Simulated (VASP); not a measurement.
## MgO: single point with PBE-based screened hybrid with 25 % exact exchange

The system is MgO.

```xyz
4
Lattice="3.3078 0.0000 0.0000 -1.6539 2.8646 0.0000 0.0000 0.0000 4.9829" Properties=species:S:1:pos:R:3 pbc="T T T"
Mg    1.6539    0.9549    2.5022
Mg    0.0000    1.9098    0.0108
O     1.6539    0.9549    4.4968
O     0.0000    1.9098    2.0053
```

```json
{
  "Program": "VASP 6.6.1",
  "Task": "single point",
  "Functional": "PBE-based screened hybrid with 25 % exact exchange",
  "Potentials or basis": "VASP PAW PBE potentials, release 64 (Mg, O)",
  "Cutoff": "520 eV",
  "k mesh": "5 × 5 × 3",
  "Occupations": "fermi-dirac, width 0.05 eV",
  "Spin": "no spin polarisation",
  "Dipole correction": "no",
  "Grid for exact exchange (PRECFOCK)": "Normal",
  "Share of exact exchange": "0.25",
  "Further INCAR settings": "ALGO = Normal; EDIFF = 1e-07; NBANDS = 16",
  "Screening parameter": "0.2 1/Å"
}
```

| Property | Result |
| --- | --- |
| Pressure | -0.7 GPa |
| Largest force | 0.032 eV/Å |
| Band gap on the k mesh | 5.07 eV |

Forces in eV/Å, atoms in the order of the input:
```
Mg   0.000  0.000  0.032
Mg   0.000  0.000  0.032
O    0.000  0.000 -0.032
O    0.000  0.000 -0.032
```

Stress tensor (GPa, compression positive):
```
-0.84  0.00  0.00
 0.00 -0.84  0.00
 0.00  0.00 -0.31
```

Levels at points of the mesh, in eV from the valence-band top:
```
           k point  band 4  band 5  band 6  band 7  band 8  band 9  band 10  band 11  band 12  band 13
(0.00, 0.00, 0.00)   -0.86   -0.86   -0.48   -0.48    0.00    5.07    10.32    12.33    16.00    16.00
```

Wall time 8.4 min on 1 thread of AMD EPYC 7R13 Processor (Zen 3), on a shared host, peak memory 0.24 GiB.

Caveat: the k points lie up to 0.44 Å⁻¹ apart; the PAW data sets were made with another functional, which shifts forces and pressure a little.
